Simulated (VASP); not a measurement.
## ZnS: single point with PBE

Crystal: ZnS.

```xyz
2
Lattice="-0.0811 2.6641 2.6641 2.6641 -0.0811 2.6641 2.6641 2.6641 -0.0811" Properties=species:S:1:pos:R:3 pbc="T T T"
Zn    0.0000    0.0000    0.0000
S     3.9353    3.9353    3.9353
```

This cell differs from its parent crystal: equal xy, yz and zx shear strains of -3 %.

```
Program                : VASP 6.6.1
Task                   : single point
Functional             : PBE
Potentials or basis    : VASP PAW PBE potentials, release 64 (Zn, S)
Cutoff                 : 520 eV
k mesh                 : 8 × 8 × 8
Occupations            : fermi-dirac, width 0.01 eV
Spin                   : no spin polarisation
Dipole correction      : no
Further INCAR settings : ALGO = Normal; EDIFF = 1e-07; NBANDS = 16
```

| Item | Value |
| --- | --- |
| Pressure | 1.9 GPa |
| Largest force | 0.358 eV/Å |
| Band gap on the k mesh | 1.99 eV, direct |

Forces in eV/Å, atoms in the order of the input:
```
Zn   0.207  0.207  0.207
S   -0.207 -0.207 -0.207
```

Stress tensor (GPa, compression positive):
```
1.86 2.22 2.22
2.22 1.86 2.22
2.22 2.22 1.86
```

Levels at points of the mesh, in eV from the valence-band top:
| k point | band 7 | band 8 | band 9 | band 10 | band 11 | band 12 |
| --- | --- | --- | --- | --- | --- | --- |
| (0.00, 0.00, 0.00) | -0.13 | -0.13 | 0.00 | 1.99 | 6.10 | 6.10 |
| (0.50, 0.00, 0.00) | -5.34 | -0.90 | -0.87 | 3.31 | 6.70 | 7.14 |
| (0.50, 0.50, 0.00) | -4.64 | -2.44 | -2.14 | 3.27 | 4.05 | 10.73 |
| (0.50, 0.50, 0.50) | -5.37 | -1.12 | -1.12 | 2.95 | 6.64 | 6.64 |

It took 30 s on 1 thread of Intel(R) Xeon(R) Platinum 8375C CPU @ 2.90GHz (Ice Lake) (shared host), peak memory 0.17 GiB.

Caveat: the cell differs from its parent crystal (equal xy, yz and zx shear strains of -3 %).
